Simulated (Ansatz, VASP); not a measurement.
**TiTe2: VASP beside Ansatz**

```xyz
3
Lattice="3.6963 0.0000 0.0000 -1.8481 3.2011 0.0000 0.0000 0.0000 6.3828" Properties=species:S:1:pos:R:3 pbc="T T T"
Ti    0.0000    0.0000    0.0000
Te    1.8481    1.0670    1.7309
Te    0.0000    2.1341    4.6519
```

Alike in both runs: task relaxation of cell and atoms; functional PBEsol; k mesh 15 × 15 × 8; occupations gaussian, width 0.1 eV; no spin polarisation.

```csv
,VASP,Ansatz
version,VASP 6.6.1,Ansatz 0.2.0
potentials or method,"VASP PAW PBE potentials, release 64 (Ti_sv, Te), cutoff 600 eV","scalar-relativistic, plane waves, PAW"
valence electrons in the cell,24,44
```

Ansatz gave:

- gap on the k mesh at the Fermi level, each at its own relaxed structure (eV): none
- relaxed volume (Å³/atom): 25.41
- relaxed length of the cell vector where the two differ most in proportion (Å): 6.442

Question: What did VASP give for the same quantities?

Answer: gap on the k mesh at the Fermi level, each at its own relaxed structure (eV): none; relaxed volume (Å³/atom): 25.37; relaxed length of the cell vector where the two differ most in proportion (Å): 6.435.

VASP's potentials were made for PBE, not for PBEsol. A gap of «none» marks a metal or a gap that the smearing closes. VASP's potentials hold 24 valence electrons a cell and Ansatz's 44, so a difference there can come from the potentials and not from the codes.

Neither program's run includes spin-orbit coupling.
